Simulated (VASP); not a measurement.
# Ta (P6_3/mmc) in VASP: electric field gradients with LDA

Aim: the electric field gradients of Ta with LDA.

Everything below comes from runs of VASP 6.6.1. Logs are shortened: lines on timing, memory, paths and dates and some standing lists are left out, and cuts for length are marked.

## Step 1: The cell of the first run

It takes space group P6_3/mmc (No. 194, hexagonal). The conventional cell has a = 2.967 Å, b = 2.967 Å, c = 4.806 Å, α = 90.00°, β = 90.00°, γ = 120.00°. Within 3.9 Å of Ta (site symmetry -6m2) lie 12 Ta at 2.95 to 2.97 Å.

This isn't the form of Ta at room conditions, which is bcc.

## Step 2: Electric field gradients, LDA

The input, INCAR:

```
  PREC = Accurate
  ENCUT = 400
  EDIFF = 1E-8
  ISMEAR = -1
  SIGMA = 0.05
  LREAL = F
  LASPH = T
  NELM = 120
  ALGO = Normal
  ISIF = 2
  LWAVE = F
  LCHARG = F
  GGA = CA
  LEFG = T
  NBANDS = 20
  GGA_COMPAT = F
```

The input, KPOINTS:

```
regular mesh
0
Gamma
  12 12 6
```

The input, POSCAR:

```
Ta
1.0
    2.9669564710      0.0000000000      0.0000000000
   -1.4834782355      2.5694596758      0.0000000000
    0.0000000000      0.0000000000      4.8064694830
Ta
2
Direct
    0.3333333333      0.6666666667      0.2500000000
    0.6666666667      0.3333333333      0.7500000000
```

Potentials or basis: VASP PAW LDA potentials, release 64 (Ta_sv_GW).

The run is started by

```
$ cat potpaw_LDA.64/Ta_sv_GW/POTCAR > POTCAR
$ mpirun -np 1 vasp_std > vasp.out
```

OUTCAR:

```text
PREC = Accurate
   ENCUT = 400
   EDIFF = 1E-8
   ISMEAR = -1
   LREAL = F
   LASPH = T
   NELM = 120
   ISIF = 2
   GGA = CA

 ion  position               nearest neighbor table
   1  0.333  0.667  0.250-   2 2.95   2 2.95   2 2.95   2 2.95   2 2.95   2 2.95
   2  0.667  0.333  0.750-   1 2.95   1 2.95   1 2.95   1 2.95   1 2.95   1 2.95

  LATTYP: Found a hexagonal cell.
 ALAT       =     2.9669564710
 C/A-ratio  =     1.6200000000

  Lattice vectors:

 A1 = (   2.9669564710,   0.0000000000,   0.0000000000)
 A2 = (  -1.4834782355,   2.5694596758,   0.0000000000)
 A3 = (   0.0000000000,   0.0000000000,   4.8064694830)

Analysis of symmetry for initial positions (statically):
=====================================================================
 Subroutine PRICEL returns:
 Original cell was already a primitive cell.

 Routine SETGRP: Setting up the symmetry group for a
 hexagonal supercell.

 Subroutine GETGRP returns: Found 24 space group operations
 (whereof 12 operations were pure point group operations)
 out of a pool of 24 trial point group operations.

The static configuration has the point symmetry D_3d.
 The point group associated with its full space group is D_6h.

Analysis of symmetry for dynamics (positions and initial velocities):
=====================================================================
 Subroutine PRICEL returns:
 Original cell was already a primitive cell.

 Routine SETGRP: Setting up the symmetry group for a
 hexagonal supercell.

 Subroutine GETGRP returns: Found 24 space group operations
 (whereof 12 operations were pure point group operations)
 out of a pool of 24 trial point group operations.

The dynamic configuration has the point symmetry D_3d.
 The point group associated with its full space group is D_6h.

 Subroutine INISYM returns: Found 24 space group operations
 (whereof 12 operations are pure point group operations),
 and found     1 'primitive' translations

----------------------------------------------------------------------------------------

                                     Primitive cell

  volume of cell :      36.6420

  direct lattice vectors                    reciprocal lattice vectors
     2.966956471  0.000000000  0.000000000     0.337045727  0.194593441  0.000000000
    -1.483478236  2.569459676  0.000000000     0.000000000  0.389186882  0.000000000
     0.000000000  0.000000000  4.806469483     0.000000000  0.000000000  0.208052918

  length of vectors
     2.966956471  2.966956471  4.806469483     0.389186882  0.389186882  0.208052918

  position of ions in fractional coordinates (direct lattice)
     0.333333333  0.666666667  0.250000000
     0.666666667  0.333333333  0.750000000

  ion indices of the primitive-cell ions
   primitive index   ion index
                 1           1
                 2           2

----------------------------------------------------------------------------------------

 KPOINTS: regular mesh

Automatic generation of k-mesh.
 Grid dimensions read from file:
 generate k-points for:   12   12    6

 Generating k-lattice:

  Cartesian coordinates                     Fractional coordinates (reciprocal lattice)
     0.028087144  0.016216120  0.000000000     0.083333333  0.000000000  0.000000000
     0.000000000  0.032432240  0.000000000     0.000000000  0.083333333  0.000000000
     0.000000000  0.000000000  0.034675486     0.000000000  0.000000000  0.166666667

  Length of vectors
     0.032432240  0.032432240  0.034675486

  Shift w.r.t. Gamma in fractional coordinates (k-lattice)
     0.000000000  0.000000000  0.000000000

 Subroutine IBZKPT returns following result:
 ===========================================

 Found     76 irreducible k-points:

 Following reciprocal coordinates:
            Coordinates               Weight
  0.000000  0.000000  0.000000      1.000000
  0.083333 -0.000000  0.000000      6.000000
  0.166667 -0.000000  0.000000      6.000000
  0.250000 -0.000000  0.000000      6.000000
  0.333333 -0.000000  0.000000      6.000000
  0.416667 -0.000000  0.000000      6.000000
[... 16 lines left out ...]
  0.250000 -0.000000  0.166667     12.000000
  0.333333 -0.000000  0.166667     12.000000
 [... further k-points ...]
   k-points           NKPTS =     76   k-points in BZ     NKDIM =     76   number of bands    NBANDS=     20
   number of dos      NEDOS =    301   number of ions     NIONS =      2
   total plane-waves  NPLWV =  12800
   dimension x,y,z NGX =    20 NGY =   20 NGZ =   32
   dimension x,y,z NGXF=    40 NGYF=   40 NGZF=   64
   ions per type =               2
   NGX,Y,Z   is equivalent  to a cutoff of  11.21, 11.21, 11.07 a.u.
   NGXF,Y,Z  is equivalent  to a cutoff of  22.41, 22.41, 22.14 a.u.
 SYSTEM =  unknown system
   PREC   = accura    normal or accurate (medium, high low for compatibility)
   ISTART =      0    job   : 0-new  1-cont  2-samecut
   ICHARG =      2    charge: 1-file 2-atom 10-const
   ISPIN  =      1    spin polarized calculation?
   LNONCOLLINEAR =      F non collinear calculations
   LSORBIT =      F    spin-orbit coupling
   LASPH  =      T    aspherical Exc in radial PAW
   ENCUT  =  400.0 eV  29.40 Ry    5.42 a.u.   4.84  4.84  7.84*2*pi/ulx,y,z
   NELM   =    120;   NELMIN=  2; NELMDL= -5     # of ELM steps
   EDIFF  = 0.1E-07   stopping-criterion for ELM
   LREAL  =      F    real-space projection
   EDIFFG = 0.1E-06   stopping-criterion for IOM
   NSW    =      0    number of steps for IOM
   IBRION =     -1    ionic relax: 0-MD 1-quasi-New 2-CG
   NFREE  =      0    steps in history (QN), initial steepest desc. (CG)
   ISIF   =      2    stress and relaxation
   ISYM   =      2    0-nonsym 1-usesym 2-fastsym
   POTIM  = 0.5000    time-step for ionic-motion
   TEBEG  =    0.0;   TEEND  =   0.0 temperature during run
   PSTRESS=    0.0 pullay stress
   NELECT =      26.0000    total number of electrons
   NUPDOWN=      -1.0000    fix difference up-down
   EMIN   =  10.00;   EMAX   =-10.00  energy-range for DOS
   EFERMI =   0.00;   METHOD = LEGACY
   ISMEAR =    -1;   SIGMA  =   0.05  broadening in eV -4-tet -1-fermi 0-gaus
   EFERMI_NEDOS =   21; number of points for ismear=-14 and -15
   IALGO  =     38    algorithm
   IMIX   =      4    mixing-type and parameters
     AMIX     =   0.40;   BMIX     =  1.00
     AMIX_MAG =   1.60;   BMIX_MAG =  1.00
  volume/ion in A,a.u.               =      18.32       123.64
  Fermi-wavevector in a.u.,A,eV,Ry     =   1.460179  2.759339 29.009307  2.132124
  Thomas-Fermi vector in A             =   2.576659
   LORBIT       =      0    0 simple, 1 ext, 2 COOP (PROOUT), +10 PAW based schemes
   GGA     = CA    functional components
   LHFCALC =     F    Hartree Fock is set to
   AEXX    =    0.0000 exact exchange contribution
   IVDW    =     0    specifies the selected vdW correction
   LEPSILON=     F    determine dielectric tensor
   LRPA    =     F    only Hartree local field effects (RPA)
 non-spin polarized calculation
  energy-cutoff  :      400.00
  volume of cell :       36.64
 maximum number of plane-waves:       687
 NGX is ok and might be reduce to    20
   NGX =  9   NGY =  9   NGZ = 15

 number of electron      26.0000009 magnetization

 Free energy of the ion-electron system (eV)
  ---------------------------------------------------
  ext. energy  EPLUGINS =         0.00000000
  ---------------------------------------------------
  free energy    TOTEN  =       -29.87133629 eV

  energy without entropy =      -29.84776709  energy(sigma->0) =      -29.85955169

 E-fermi :  10.4719     XC(G=0): -13.1681

 val. band max:       10.4678516124   @ k =   0.1667   0.0833   0.1667
 cond. band min:      10.4801314325   @ k =   0.5000  -0.0000   0.0000
 fundamental gap:      0.0122798201
 Fermi energy:        10.4719093543

 k-point     1 :       0.0000    0.0000    0.0000
  band No.  band energies     occupation
      1     -56.7643      2.00000
      2     -56.6587      2.00000
      3     -24.0581      2.00000
      4     -23.1272      2.00000
      5     -23.1272      2.00000
      6     -22.9714      2.00000
[... 12 lines left out ...]
     19      15.4742      0.00000
     20      15.4742      0.00000
[... 507 lines left out ...]
 k-point    24 :       0.3333   -0.0000    0.1667
  band No.  band energies     occupation
      1     -56.6887      2.00000
      2     -56.6360      2.00000
      3     -23.8593      2.00000
      4     -23.6710      2.00000
      5     -23.5656      2.00000
      6     -23.3036      2.00000
[... 12 lines left out ...]
     19      16.2073      0.00000
     20      18.5622      0.00000

 [... further k-points ...]

------------------------ aborting loop because EDIFF is reached ----------------------------------------

  FORCE on cell =-STRESS in cart. coord.  units (eV):
  Direction    XX          YY          ZZ          XY          YZ          ZX
  --------------------------------------------------------------------------------------
  -------------------------------------------------------------------------------------
  Total       -2.6929086     -2.6929086     -0.2624478      0.0000000      0.0000000      0.0000000
  in kB     -117.7478594   -117.7478594    -11.4755730      0.0000000      0.0000000      0.0000000
  external PRESSURE =     -82.3237639 kB  Pullay stress =       0.0000000 kB

 VOLUME and BASIS-vectors are now :
 -----------------------------------------------------------------------------
  energy-cutoff  :      400.00
  volume of cell :       36.64
      direct lattice vectors                 reciprocal lattice vectors
     2.966956471  0.000000000  0.000000000     0.337045727  0.194593441  0.000000000
    -1.483478236  2.569459676  0.000000000     0.000000000  0.389186882  0.000000000
     0.000000000  0.000000000  4.806469483     0.000000000  0.000000000  0.208052918

 POSITION                                       TOTAL-FORCE (eV/Angst)
 -----------------------------------------------------------------------------------
     -0.00000      1.71297      1.20162         0.000000     -0.000000      0.000000
      1.48348      0.85649      3.60485        -0.000000      0.000000      0.000000
 -----------------------------------------------------------------------------------
    total drift:                               -0.000000      0.000000     -0.000000

  FREE ENERGIE OF THE ION-ELECTRON SYSTEM (eV)
  ---------------------------------------------------
  free  energy   TOTEN  =       -29.8713362920 eV

  energy  without entropy=      -29.8477670921  energy(sigma->0) =      -29.85955169

 Electric field gradients (V/A^2)
---------------------------------------------------------------------
 ion       V_xx      V_yy      V_zz      V_xy      V_xz      V_yz
---------------------------------------------------------------------
   1      -4.971    -4.972     9.943    -0.001     0.000    -0.000
   2      -4.971    -4.972     9.943    -0.001    -0.000     0.000
---------------------------------------------------------------------

 Electric field gradients after diagonalization (V/A^2)
 (convention: |V_zz| > |V_xx| > |V_yy|)
----------------------------------------------------------------------
 ion       V_xx      V_yy      V_zz     asymmetry (V_yy - V_xx)/ V_zz
----------------------------------------------------------------------
   1      -4.973    -4.970     9.943       0.000
   2      -4.973    -4.970     9.943       0.000
----------------------------------------------------------------------

           NMR quadrupolar parameters

 Cq : quadrupolar parameter    Cq=e*Q*V_zz/h
 eta: asymmetry parameters     (V_yy - V_xx)/ V_zz
 Q  : nuclear electric quadrupole moment in mb (millibarn)
----------------------------------------------------------------------
 ion       Cq(MHz)       eta       Q (mb)
----------------------------------------------------------------------
   1       0.024       0.000       1.000
   2       0.024       0.000       1.000
----------------------------------------------------------------------
```

Wall time 21 s (1 thread of AMD EPYC 9R45 (Zen 5), shared host); peak memory 0.12 GiB.

Results:

```yaml
Free_energy: -29.8713 eV
Pressure: -8.2 GPa
Band_gap_on_the_k_mesh: zero (bands 13 and 14 overlap by 2.21 eV)
Largest_electric_field_gradient_by_atom: Ta +9.9 V/Å²
```

Electric field gradients, principal values (V/Å²):
```csv
atom,least,middle,greatest (by size)
1 Ta,-4.970,-4.973,9.943
2 Ta,-4.970,-4.973,9.943
```

Caveat: the stress differs along the axes, from -12 to -1 GPa; without QUAD_EFG the Cq values of the log hold for a quadrupole moment of 1 mb, not for the nuclei; spin-orbit coupling is left out, which moves the levels of the heavy elements.
